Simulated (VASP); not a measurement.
# TiC (km) (Fm-3m) in VASP: single point with PBEsol

Aim: the single point of TiC (km) with PBEsol.

Program: VASP 6.6.1. These are calculated values, not measurements. Logs are shortened: lines on timing, memory, paths and dates and some standing lists are left out, and cuts for length are marked.

**1. The cell of the first run**

The structure is cubic, space group Fm-3m (No. 225). The conventional cell has a = 4.293 Å, b = 4.293 Å, c = 4.293 Å, α = 90.00°, β = 90.00°, γ = 90.00°. Ti (site symmetry m-3m) has 6 C at 2.15 Å within 2.8 Å. C (site symmetry m-3m) has 6 Ti at 2.15 Å within 2.8 Å.

**2. Single point, PBEsol**

Input file INCAR:

```
SYSTEM = TiC
ALGO = Normal
EDIFF = 1E-6
ENCUT = 600
GGA = PS
GGA_COMPAT = .FALSE.
ISIF = 2
ISMEAR = 0
LASPH = .TRUE.
LCHARG = .TRUE.
LELF = .TRUE.
LREAL = .FALSE.
LVHAR = .TRUE.
LWAVE = .FALSE.
NBANDS = 15
NELM = 120
PREC = Accurate
SIGMA = 0.1
```

Input file KPOINTS:

```
k-points
0
G
  6 6 6
  0 0 0
```

Input file POSCAR:

```
TiC
1.0
    0.0000000000      2.1464397804      2.1464397804
    2.1464397804      0.0000000000      2.1464397804
    2.1464397804      2.1464397804      0.0000000000
Ti C
1 1
Direct
    0.0000000000      0.0000000000      0.0000000000
    0.5000000000      0.5000000000      0.5000000000
```

Potentials or basis: VASP PAW PBE potentials, release 64 (Ti_sv, C).

Launch:

```console
> cat potpaw_PBE.64/Ti_sv/POTCAR potpaw_PBE.64/C/POTCAR > POTCAR
> mpirun -np 1 vasp_std > vasp.out
```

OUTCAR:

```text
SYSTEM = TiC
   EDIFF = 1E-6
   ENCUT = 600
   GGA = PS
   ISIF = 2
   ISMEAR = 0
   LASPH = .TRUE.
   LREAL = .FALSE.
   NELM = 120
   PREC = Accurate

 ion  position               nearest neighbor table
   1  0.000  0.000  0.000-   2 2.15   2 2.15   2 2.15   2 2.15   2 2.15   2 2.15
   2  0.500  0.500  0.500-   1 2.15   1 2.15   1 2.15   1 2.15   1 2.15   1 2.15

  LATTYP: Found a face centered cubic cell.
 ALAT       =     4.2928795608

  Lattice vectors:

 A1 = (   0.0000000000,   2.1464397804,   2.1464397804)
 A2 = (   2.1464397804,   0.0000000000,   2.1464397804)
 A3 = (   2.1464397804,   2.1464397804,   0.0000000000)

Analysis of symmetry for initial positions (statically):
=====================================================================
 Subroutine PRICEL returns:
 Original cell was already a primitive cell.

 Routine SETGRP: Setting up the symmetry group for a
 face centered cubic supercell.

 Subroutine GETGRP returns: Found 48 space group operations
 (whereof 48 operations were pure point group operations)
 out of a pool of 48 trial point group operations.

The static configuration has the point symmetry O_h .

Analysis of symmetry for dynamics (positions and initial velocities):
=====================================================================
 Subroutine PRICEL returns:
 Original cell was already a primitive cell.

 Routine SETGRP: Setting up the symmetry group for a
 face centered cubic supercell.

 Subroutine GETGRP returns: Found 48 space group operations
 (whereof 48 operations were pure point group operations)
 out of a pool of 48 trial point group operations.

The dynamic configuration has the point symmetry O_h .

 Subroutine INISYM returns: Found 48 space group operations
 (whereof 48 operations are pure point group operations),
 and found     1 'primitive' translations

----------------------------------------------------------------------------------------

                                     Primitive cell

  volume of cell :      19.7782

  direct lattice vectors                    reciprocal lattice vectors
     0.000000000  2.146439780  2.146439780    -0.232943875  0.232943875  0.232943875
     2.146439780  0.000000000  2.146439780     0.232943875 -0.232943875  0.232943875
     2.146439780  2.146439780  0.000000000     0.232943875  0.232943875 -0.232943875

  length of vectors
     3.035524248  3.035524248  3.035524248     0.403470627  0.403470627  0.403470627

  position of ions in fractional coordinates (direct lattice)
     0.000000000  0.000000000  0.000000000
     0.500000000  0.500000000  0.500000000

  ion indices of the primitive-cell ions
   primitive index   ion index
                 1           1
                 2           2

----------------------------------------------------------------------------------------

 KPOINTS: k-points

Automatic generation of k-mesh.
 Grid dimensions read from file:
 generate k-points for:    6    6    6

 Generating k-lattice:

  Cartesian coordinates                     Fractional coordinates (reciprocal lattice)
    -0.038823979  0.038823979  0.038823979     0.166666667  0.000000000  0.000000000
     0.038823979 -0.038823979  0.038823979     0.000000000  0.166666667  0.000000000
     0.038823979  0.038823979 -0.038823979     0.000000000  0.000000000  0.166666667

  Length of vectors
     0.067245104  0.067245104  0.067245104

  Shift w.r.t. Gamma in fractional coordinates (k-lattice)
     0.000000000  0.000000000  0.000000000

 Subroutine IBZKPT returns following result:
 ===========================================

 Found     16 irreducible k-points:

 Following reciprocal coordinates:
            Coordinates               Weight
  0.000000  0.000000  0.000000      1.000000
  0.166667  0.000000  0.000000      8.000000
  0.333333  0.000000  0.000000      8.000000
  0.500000  0.000000  0.000000      4.000000
  0.166667  0.166667  0.000000      6.000000
  0.333333  0.166667  0.000000     24.000000
[... 8 lines left out ...]
 -0.333333  0.333333  0.166667     24.000000
 -0.333333  0.500000  0.166667     12.000000
   k-points           NKPTS =     16   k-points in BZ     NKDIM =     16   number of bands    NBANDS=     15
   number of dos      NEDOS =    301   number of ions     NIONS =      2
   total plane-waves  NPLWV =  13824
   dimension x,y,z NGX =    24 NGY =   24 NGZ =   24
   dimension x,y,z NGXF=    48 NGYF=   48 NGZF=   48
   ions per type =               1   1
   NGX,Y,Z   is equivalent  to a cutoff of  13.14, 13.14, 13.14 a.u.
   NGXF,Y,Z  is equivalent  to a cutoff of  26.29, 26.29, 26.29 a.u.
 SYSTEM =  TiC
   PREC   = accura    normal or accurate (medium, high low for compatibility)
   ISTART =      0    job   : 0-new  1-cont  2-samecut
   ICHARG =      2    charge: 1-file 2-atom 10-const
   ISPIN  =      1    spin polarized calculation?
   LNONCOLLINEAR =      F non collinear calculations
   LSORBIT =      F    spin-orbit coupling
   LASPH  =      T    aspherical Exc in radial PAW
   ENCUT  =  600.0 eV  44.10 Ry    6.64 a.u.   6.06  6.06  6.06*2*pi/ulx,y,z
   NELM   =    120;   NELMIN=  2; NELMDL= -5     # of ELM steps
   EDIFF  = 0.1E-05   stopping-criterion for ELM
   LREAL  =      F    real-space projection
   EDIFFG = 0.1E-04   stopping-criterion for IOM
   NSW    =      0    number of steps for IOM
   IBRION =     -1    ionic relax: 0-MD 1-quasi-New 2-CG
   NFREE  =      0    steps in history (QN), initial steepest desc. (CG)
   ISIF   =      2    stress and relaxation
   ISYM   =      2    0-nonsym 1-usesym 2-fastsym
   POTIM  = 0.5000    time-step for ionic-motion
   TEBEG  =    0.0;   TEEND  =   0.0 temperature during run
   PSTRESS=    0.0 pullay stress
   NELECT =      16.0000    total number of electrons
   NUPDOWN=      -1.0000    fix difference up-down
   EMIN   =  10.00;   EMAX   =-10.00  energy-range for DOS
   EFERMI =   0.00;   METHOD = LEGACY
   ISMEAR =     0;   SIGMA  =   0.10  broadening in eV -4-tet -1-fermi 0-gaus
   EFERMI_NEDOS =   21; number of points for ismear=-14 and -15
   IALGO  =     38    algorithm
   IMIX   =      4    mixing-type and parameters
     AMIX     =   0.40;   BMIX     =  1.00
     AMIX_MAG =   1.60;   BMIX_MAG =  1.00
  volume/ion in A,a.u.               =       9.89        66.73
  Fermi-wavevector in a.u.,A,eV,Ry     =   1.525408  2.882604 31.658997  2.326871
  Thomas-Fermi vector in A             =   2.633583
   LORBIT       =      0    0 simple, 1 ext, 2 COOP (PROOUT), +10 PAW based schemes
   GGA     = PS    functional components
   LHFCALC =     F    Hartree Fock is set to
   AEXX    =    0.0000 exact exchange contribution
   IVDW    =     0    specifies the selected vdW correction
   LEPSILON=     F    determine dielectric tensor
   LRPA    =     F    only Hartree local field effects (RPA)
 non-spin polarized calculation
 Gauss-broadening in eV      SIGMA  =   0.10
  energy-cutoff  :      600.00
  volume of cell :       19.78
 maximum number of plane-waves:       680
   NGX = 13   NGY = 13   NGZ = 13

 number of electron      16.0000003 magnetization

 Free energy of the ion-electron system (eV)
  ---------------------------------------------------
  ext. energy  EPLUGINS =         0.00000000
  ---------------------------------------------------
  free energy    TOTEN  =       -19.79069734 eV

  energy without entropy =      -19.78815732  energy(sigma->0) =      -19.78942733

 E-fermi :   9.4918     XC(G=0): -12.9989

 val. band max:        9.3972608296   @ k =   0.1667   0.1667   0.0000
 cond. band min:       9.5643444728   @ k =   0.1667   0.1667   0.0000
 fundamental gap:      0.1670836432
 Fermi energy:         9.4917757015

 k-point     1 :       0.0000    0.0000    0.0000
  band No.  band energies     occupation
      1     -46.6291      2.00000
      2     -22.7417      2.00000
      3     -22.7417      2.00000
      4     -22.7417      2.00000
      5      -2.8701      2.00000
      6      10.2937      0.00000
      7      10.2937      0.00000
      8      10.2937      0.00000
      9      11.3615      0.00000
     10      11.3615      0.00000
     11      11.3615      0.00000
     12      11.4052      0.00000
     13      11.4052      0.00000
     14      20.4979      0.00000
     15      23.6527      0.00000

 k-point     2 :       0.1667    0.0000    0.0000
  band No.  band energies     occupation
      1     -46.6081      2.00000
      2     -22.8863      2.00000
      3     -22.7551      2.00000
      4     -22.7551      2.00000
      5      -2.2355      2.00000
      6       8.2709      2.00000
      7       8.7953      2.00000
      8       8.7953      2.00000
      9      10.9231      0.00000
     10      10.9231      0.00000
     11      12.1421      0.00000
     12      14.2615      0.00000
     13      14.2615      0.00000
     14      21.2590      0.00000
     15      23.8123      0.00000

 k-point     3 :       0.3333    0.0000    0.0000
  band No.  band energies     occupation
      1     -46.5657      2.00000
      2     -23.1664      2.00000
      3     -22.7818      2.00000
      4     -22.7818      2.00000
      5      -0.6115      2.00000
      6       5.4121      2.00000
      7       7.1961      2.00000
      8       7.1961      2.00000
      9      11.9959      0.00000
     10      11.9959      0.00000
     11      13.0353      0.00000
     12      16.9021      0.00000
     13      16.9021      0.00000
     14      19.7485      0.00000
     15      25.3295      0.00000
[... 199 lines left out ...]
 k-point    15 :      -0.3333    0.3333    0.1667
  band No.  band energies     occupation
      1     -46.5234      2.00000
      2     -23.1620      2.00000
      3     -23.0119      2.00000
      4     -22.8790      2.00000
      5       0.2594      2.00000
      6       5.3025      2.00000
      7       6.4868      2.00000
      8       7.1800      2.00000
      9      12.3491      0.00000
     10      12.3696      0.00000
     11      13.4835      0.00000
     12      15.6743      0.00000
     13      15.9173      0.00000
     14      22.0884      0.00000
     15      23.8924      0.00000

 k-point    16 :      -0.3333    0.5000    0.1667
  band No.  band energies     occupation
      1     -46.5164      2.00000
      2     -23.1580      2.00000
      3     -23.0070      2.00000
      4     -22.9373      2.00000
      5      -0.0850      2.00000
      6       6.2207      2.00000
      7       6.8089      2.00000
      8       7.4026      2.00000
      9      11.4736      0.00000
     10      13.0892      0.00000
     11      13.2815      0.00000
     12      14.3072      0.00000
     13      15.4580      0.00000
     14      23.6802      0.00000
     15      23.9639      0.00000

------------------------ aborting loop because EDIFF is reached ----------------------------------------

  FORCE on cell =-STRESS in cart. coord.  units (eV):
  Direction    XX          YY          ZZ          XY          YZ          ZX
  --------------------------------------------------------------------------------------
  -------------------------------------------------------------------------------------
  Total        0.0341082      0.0341082      0.0341082      0.0000000     -0.0000000      0.0000000
  in kB        2.7630173      2.7630173      2.7630173      0.0000000     -0.0000000      0.0000000
  external PRESSURE =       2.7630173 kB  Pullay stress =       0.0000000 kB

 VOLUME and BASIS-vectors are now :
 -----------------------------------------------------------------------------
  energy-cutoff  :      600.00
  volume of cell :       19.78
      direct lattice vectors                 reciprocal lattice vectors
     0.000000000  2.146439780  2.146439780    -0.232943875  0.232943875  0.232943875
     2.146439780  0.000000000  2.146439780     0.232943875 -0.232943875  0.232943875
     2.146439780  2.146439780  0.000000000     0.232943875  0.232943875 -0.232943875

 POSITION                                       TOTAL-FORCE (eV/Angst)
 -----------------------------------------------------------------------------------
      0.00000      0.00000      0.00000         0.000000      0.000000      0.000000
      2.14644      2.14644      2.14644         0.000000      0.000000     -0.000000
 -----------------------------------------------------------------------------------
    total drift:                                0.000000     -0.000000     -0.000000

  FREE ENERGIE OF THE ION-ELECTRON SYSTEM (eV)
  ---------------------------------------------------
  free  energy   TOTEN  =       -19.7906973409 eV

  energy  without entropy=      -19.7881573211  energy(sigma->0) =      -19.78942733
```

Wall time 14 s (1 thread of Intel Xeon 8259CL, shared host); peak memory 0.14 GiB.

What came out:

```yaml
Free_energy: -19.7907 eV
Pressure: 0.3 GPa
Band_gap_on_the_k_mesh: zero (band 8 reaches 10.29 eV, above the bottom of band 9 at 9.29 eV)
```

Caveat: the k points lie up to 0.42 Å⁻¹ apart; the PAW data sets were made with another functional, which shifts forces and pressure a little.
